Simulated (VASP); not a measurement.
# C (R-3m) in VASP: single point with PBEsol

Aim: the single point of C with PBEsol.

Program: VASP 6.6.1. These are calculated values, not measurements. Logs are shortened: lines on timing, memory, paths and dates and some standing lists are left out, and cuts for length are marked.

## (1) The cell of the first run

Symmetry: R-3m, No. 166, trigonal system. The conventional cell has a = 3.495 Å, b = 3.495 Å, c = 17.513 Å, α = 90.00°, β = 90.00°, γ = 120.00°. Within 4.6 Å of C (site symmetry -3m) lie 6 C at 3.49 Å.

## (2) Single point, PBEsol

File INCAR:

```
SYSTEM = C
PREC = Accurate ; ENCUT = 520
EDIFF = 1E-6 ; ISMEAR = -1
SIGMA = 0.1 ; LREAL = .False.
LASPH = .True. ; NELM = 100
ALGO = Fast ; ISIF = 2
LWAVE = .False. ; LCHARG = .False.
GGA = PS ; NBANDS = 8
```

File KPOINTS:

```
Automatic mesh
0
Gamma
  8 8 8
  0 0 0
```

File POSCAR:

```
C
1.0
    1.7473000000      1.0088000000      5.8377000000
   -1.7473000000      1.0088000000      5.8377000000
    0.0000000000     -2.0176000000      5.8377000000
C
1
Direct
    0.5000000000      0.5000000000      0.5000000000
```

Potentials or basis: VASP PAW PBE potentials, release 64 (C).

Launch:

```sh
> cat potpaw_PBE.64/C/POTCAR > POTCAR
> mpirun -np 1 vasp_std > vasp.out
```

OUTCAR:

```text
SYSTEM = C
   PREC = Accurate
   ENCUT = 520
   EDIFF = 1E-6
   ISMEAR = -1
   LREAL = .False.
   LASPH = .True.
   NELM = 100
   ISIF = 2
   GGA = PS

 ion  position               nearest neighbor table
   1  0.500  0.500  0.500-

  LATTYP: Found a trigonal (rhomboedric) cell.
 ALAT       =     6.1765262098
 COS(alpha) =     0.8399423736

  Lattice vectors:

 A1 = (   1.7473000000,   1.0088000000,   5.8377000000)
 A2 = (  -1.7473000000,   1.0088000000,   5.8377000000)
 A3 = (   0.0000000000,  -2.0176000000,   5.8377000000)

Analysis of symmetry for initial positions (statically):
=====================================================================
 Subroutine PRICEL returns:
 Original cell was already a primitive cell.

 Routine SETGRP: Setting up the symmetry group for a
 trigonal (rhombohedral) supercell.

 Subroutine GETGRP returns: Found 12 space group operations
 (whereof 12 operations were pure point group operations)
 out of a pool of 12 trial point group operations.

The static configuration has the point symmetry D_3d.

Analysis of symmetry for dynamics (positions and initial velocities):
=====================================================================
 Subroutine PRICEL returns:
 Original cell was already a primitive cell.

 Routine SETGRP: Setting up the symmetry group for a
 trigonal (rhombohedral) supercell.

 Subroutine GETGRP returns: Found 12 space group operations
 (whereof 12 operations were pure point group operations)
 out of a pool of 12 trial point group operations.

The dynamic configuration has the point symmetry D_3d.

 Subroutine INISYM returns: Found 12 space group operations
 (whereof 12 operations are pure point group operations),
 and found     1 'primitive' translations

----------------------------------------------------------------------------------------

                                     Primitive cell

  volume of cell :      61.7399

  direct lattice vectors                    reciprocal lattice vectors
     1.747300000  1.008800000  5.837700000     0.286155783  0.165212794  0.057100114
    -1.747300000  1.008800000  5.837700000    -0.286155783  0.165212794  0.057100114
     0.000000000 -2.017600000  5.837700000     0.000000000 -0.330425588  0.057100114

  length of vectors
     6.176526210  6.176526210  6.176524188     0.335321969  0.335321969  0.335322967

  position of ions in fractional coordinates (direct lattice)
     0.500000000  0.500000000  0.500000000

  ion indices of the primitive-cell ions
   primitive index   ion index
                 1           1

----------------------------------------------------------------------------------------

 KPOINTS: Automatic mesh

Automatic generation of k-mesh.
 Grid dimensions read from file:
 generate k-points for:    8    8    8

 Generating k-lattice:

  Cartesian coordinates                     Fractional coordinates (reciprocal lattice)
     0.035769473  0.020651599  0.007137514     0.125000000  0.000000000  0.000000000
    -0.035769473  0.020651599  0.007137514     0.000000000  0.125000000  0.000000000
     0.000000000 -0.041303199  0.007137514     0.000000000  0.000000000  0.125000000

  Length of vectors
     0.041915246  0.041915246  0.041915371

  Shift w.r.t. Gamma in fractional coordinates (k-lattice)
     0.000000000  0.000000000  0.000000000

 Subroutine IBZKPT returns following result:
 ===========================================

 Found     65 irreducible k-points:

 Following reciprocal coordinates:
            Coordinates               Weight
  0.000000  0.000000  0.000000      1.000000
  0.125000  0.000000 -0.000000      6.000000
  0.250000  0.000000 -0.000000      6.000000
  0.375000  0.000000 -0.000000      6.000000
  0.500000  0.000000 -0.000000      3.000000
  0.125000  0.125000 -0.000000      6.000000
[... 16 lines left out ...]
  0.250000  0.125000  0.125000      6.000000
  0.375000  0.125000  0.125000      6.000000
 [... further k-points ...]
   k-points           NKPTS =     65   k-points in BZ     NKDIM =     65   number of bands    NBANDS=      8
   number of dos      NEDOS =    301   number of ions     NIONS =      1
   total plane-waves  NPLWV = 110592
   dimension x,y,z NGX =    48 NGY =   48 NGZ =   48
   dimension x,y,z NGXF=    96 NGYF=   96 NGZF=   96
   ions per type =               1
   NGX,Y,Z   is equivalent  to a cutoff of  12.92, 12.92, 12.92 a.u.
   NGXF,Y,Z  is equivalent  to a cutoff of  25.84, 25.84, 25.84 a.u.
 SYSTEM =  C
   PREC   = accura    normal or accurate (medium, high low for compatibility)
   ISTART =      0    job   : 0-new  1-cont  2-samecut
   ICHARG =      2    charge: 1-file 2-atom 10-const
   ISPIN  =      1    spin polarized calculation?
   LNONCOLLINEAR =      F non collinear calculations
   LSORBIT =      F    spin-orbit coupling
   LASPH  =      T    aspherical Exc in radial PAW
   ENCUT  =  520.0 eV  38.22 Ry    6.18 a.u.  11.48 11.48 11.48*2*pi/ulx,y,z
   NELM   =    100;   NELMIN=  2; NELMDL= -5     # of ELM steps
   EDIFF  = 0.1E-05   stopping-criterion for ELM
   LREAL  =      F    real-space projection
   EDIFFG = 0.1E-04   stopping-criterion for IOM
   NSW    =      0    number of steps for IOM
   IBRION =     -1    ionic relax: 0-MD 1-quasi-New 2-CG
   NFREE  =      0    steps in history (QN), initial steepest desc. (CG)
   ISIF   =      2    stress and relaxation
   ISYM   =      2    0-nonsym 1-usesym 2-fastsym
   POTIM  = 0.5000    time-step for ionic-motion
   TEBEG  =    0.0;   TEEND  =   0.0 temperature during run
   PSTRESS=    0.0 pullay stress
   NELECT =       4.0000    total number of electrons
   NUPDOWN=      -1.0000    fix difference up-down
   EMIN   =  10.00;   EMAX   =-10.00  energy-range for DOS
   EFERMI =   0.00;   METHOD = LEGACY
   ISMEAR =    -1;   SIGMA  =   0.10  broadening in eV -4-tet -1-fermi 0-gaus
   EFERMI_NEDOS =   21; number of points for ismear=-14 and -15
   IALGO  =     68    algorithm
   IMIX   =      4    mixing-type and parameters
     AMIX     =   0.40;   BMIX     =  1.00
     AMIX_MAG =   1.60;   BMIX_MAG =  1.00
  volume/ion in A,a.u.               =      61.74       416.64
  Fermi-wavevector in a.u.,A,eV,Ry     =   0.657516  1.242525  5.882169  0.432327
  Thomas-Fermi vector in A             =   1.729048
   LORBIT       =      0    0 simple, 1 ext, 2 COOP (PROOUT), +10 PAW based schemes
   GGA     = PS    functional components
   LHFCALC =     F    Hartree Fock is set to
   AEXX    =    0.0000 exact exchange contribution
   IVDW    =     0    specifies the selected vdW correction
   LEPSILON=     F    determine dielectric tensor
   LRPA    =     F    only Hartree local field effects (RPA)
 non-spin polarized calculation
 RMM-DIIS sequential band-by-band and
  energy-cutoff  :      520.00
  volume of cell :       61.74
 maximum number of plane-waves:      1707
 NGX is ok and might be reduce to    48
   NGX = 23   NGY = 23   NGZ = 23

 number of electron       4.0000000 magnetization

 Free energy of the ion-electron system (eV)
  ---------------------------------------------------
  ext. energy  EPLUGINS =         0.00000000
  ---------------------------------------------------
  free energy    TOTEN  =        -1.33439615 eV

  energy without entropy =       -1.23359763  energy(sigma->0) =       -1.28399689

 E-fermi :  -4.2448     XC(G=0):  -4.3032

 val. band max:       -4.2452834500   @ k =   0.3750   0.1250   0.1250
 cond. band min:      -4.2353486552   @ k =   0.2500   0.2500  -0.0000
 fundamental gap:      0.0099347948
 Fermi energy:        -4.2447912253

 k-point     1 :       0.0000    0.0000    0.0000
  band No.  band energies     occupation
      1     -13.0021      2.00000
      2      -4.5022      1.85836
      3      -2.9111      0.00000
      4      -2.9111      0.00000
      5       0.8915      0.00000
      6       5.5166      0.00000
      7       5.7703      0.00000
      8      12.1324      0.00000

 k-point     2 :       0.1250    0.0000   -0.0000
  band No.  band energies     occupation
      1     -12.9092      2.00000
      2      -4.4219      1.70922
      3      -3.2827      0.00013
      4      -2.9782      0.00001
      5       1.2012      0.00000
      6       5.4677      0.00000
      7       6.2403      0.00000
      8      10.3732      0.00000

 k-point     3 :       0.2500    0.0000   -0.0000
  band No.  band energies     occupation
      1     -12.6683      2.00000
      2      -4.2181      0.86721
      3      -4.0876      0.34400
      4      -3.1344      0.00003
      5       2.0229      0.00000
      6       5.5320      0.00000
      7       7.1196      0.00000
      8       8.4992      0.00000

 k-point     4 :       0.3750    0.0000   -0.0000
  band No.  band energies     occupation
      1     -12.3981      2.00000
      2      -4.8288      1.99420
      3      -3.9961      0.15356
      4      -3.2830      0.00013
      5       3.2261      0.00000
      6       5.6647      0.00000
      7       6.6422      0.00000
      8       7.9043      0.00000

 k-point     5 :       0.5000    0.0000   -0.0000
  band No.  band energies     occupation
      1     -12.2753      2.00000
      2      -5.1277      1.99971
      3      -3.8986      0.06084
      4      -3.3425      0.00024
      5       4.4127      0.00000
      6       5.1118      0.00000
      7       5.9768      0.00000
      8       7.8810      0.00000

 k-point     6 :       0.1250    0.1250   -0.0000
  band No.  band energies     occupation
      1     -12.9089      2.00000
      2      -4.4281      1.72428
      3      -3.2822      0.00013
      4      -2.9784      0.00001
      5       1.2339      0.00000
      6       5.2944      0.00000
      7       6.4207      0.00000
      8      10.4133      0.00000

 k-point     7 :       0.2500    0.1250   -0.0000
  band No.  band energies     occupation
      1     -12.7413      2.00000
      2      -4.2890      1.21771
      3      -3.8173      0.02745
      4      -3.1418      0.00003
      5       1.8159      0.00000
      6       5.3468      0.00000
      7       7.1172      0.00000
      8       9.0345      0.00000
[... 133 lines left out ...]
 k-point    20 :      -0.3750    0.3750    0.0000
  band No.  band energies     occupation
      1     -12.1940      2.00000
      2      -4.7474      1.98696
      3      -4.1499      0.55809
      4      -3.8455      0.03623
      5       4.9674      0.00000
      6       5.7989      0.00000
      7       6.6324      0.00000
      8       7.4059      0.00000

 k-point    21 :       0.5000    0.5000   -0.0000
  band No.  band energies     occupation
      1     -12.2742      2.00000
      2      -5.1216      1.99969
      3      -3.9181      0.07347
      4      -3.3441      0.00025
      5       4.1853      0.00000
      6       5.3899      0.00000
      7       6.0166      0.00000
      8       7.5255      0.00000

 k-point    22 :       0.1250    0.1250    0.1250
  band No.  band energies     occupation
      1     -13.0014      2.00000
      2      -4.5221      1.88239
      3      -2.9112      0.00000
      4      -2.9112      0.00000
      5       0.9988      0.00000
      6       4.9070      0.00000
      7       6.3916      0.00000
      8      12.1232      0.00000

 k-point    23 :       0.2500    0.1250    0.1250
  band No.  band energies     occupation
      1     -12.9081      2.00000
      2      -4.4504      1.77310
      3      -3.2815      0.00013
      4      -2.9782      0.00001
      5       1.3600      0.00000
      6       4.8824      0.00000
      7       6.8698      0.00000
      8      10.3137      0.00000

 k-point    24 :       0.3750    0.1250    0.1250
  band No.  band energies     occupation
      1     -12.6671      2.00000
      2      -4.2453      1.00246
      3      -4.0849      0.33613
      4      -3.1344      0.00003
      5       2.1754      0.00000
      6       5.1702      0.00000
      7       7.6157      0.00000
      8       8.3837      0.00000

 [... further k-points ...]

------------------------ aborting loop because EDIFF is reached ----------------------------------------

  FORCE on cell =-STRESS in cart. coord.  units (eV):
  Direction    XX          YY          ZZ          XY          YZ          ZX
  --------------------------------------------------------------------------------------
  -------------------------------------------------------------------------------------
  Total       -2.4958813     -2.4958609     -0.0190510      0.0000000      0.0000000      0.0000000
  in kB      -64.7692605    -64.7687307     -0.4943827      0.0000000      0.0000000      0.0000000
  external PRESSURE =     -43.3441246 kB  Pullay stress =       0.0000000 kB

 VOLUME and BASIS-vectors are now :
 -----------------------------------------------------------------------------
  energy-cutoff  :      520.00
  volume of cell :       61.74
      direct lattice vectors                 reciprocal lattice vectors
     1.747300000  1.008800000  5.837700000     0.286155783  0.165212794  0.057100114
    -1.747300000  1.008800000  5.837700000    -0.286155783  0.165212794  0.057100114
     0.000000000 -2.017600000  5.837700000     0.000000000 -0.330425588  0.057100114

 POSITION                                       TOTAL-FORCE (eV/Angst)
 -----------------------------------------------------------------------------------
      0.00000      0.00000      8.75655        -0.000000      0.000000     -0.000000
 -----------------------------------------------------------------------------------
    total drift:                                0.000000      0.000000     -0.000000

  FREE ENERGIE OF THE ION-ELECTRON SYSTEM (eV)
  ---------------------------------------------------
  free  energy   TOTEN  =        -1.3343961464 eV

  energy  without entropy=       -1.2335976275  energy(sigma->0) =       -1.28399689
```

It took 27 s on 1 thread of Intel Xeon 6975P-C (Granite Rapids), shared host; peak memory 0.29 GiB.

Results:

- Free energy: -1.3344 eV
- Pressure: -4.3 GPa

Caveat: the cell stands under tension; the PAW data sets were made with another functional, which shifts forces and pressure a little.
